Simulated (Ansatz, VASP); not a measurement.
One calculation of TiO2, two programs

```
O Ti
1.0
     3.79922    0.00000    0.00000
     0.00000    3.79922    0.00000
     0.00000    0.00000   25.54076
O Ti
10 5
Cartesian
  1.8996 0.0000 7.5000
  0.0000 1.8996 8.3437
  1.8996 1.8996 9.9243
  0.0000 0.0000 10.7680
  0.0000 1.8996 12.3485
  1.8996 0.0000 13.1922
  0.0000 0.0000 14.7728
  1.8996 1.8996 15.6165
  1.8996 0.0000 17.1970
  0.0000 1.8996 18.0408
  1.8996 1.8996 7.9219
  0.0000 1.8996 10.3461
  0.0000 0.0000 12.7704
  1.8996 0.0000 15.1946
  1.8996 1.8996 17.6189
```

Alike in both runs: task single point; functional PBE; k mesh 7 × 7 × 1; occupations gaussian, width 0.05 eV; no spin polarisation.

|  | VASP | Ansatz |
| --- | --- | --- |
| version | VASP 6.6.1 | Ansatz 0.2.0 |
| potentials or method | VASP PAW PBE potentials, release 64 (O, Ti_sv), cutoff 520 eV | scalar-relativistic, plane waves, PAW |
| valence electrons in the cell | 120 | 120 |

```csv
,VASP,Ansatz,Ansatz less VASP
gap on the k mesh at the Fermi level (eV),1.58,1.60,+0.024
least direct gap on the mesh (eV),2.03,2.05,+0.021
rms of the force components (eV/Å),0.335,0.342,+0.0074
```

Ansatz's warnings: xc potential rough in thin density.
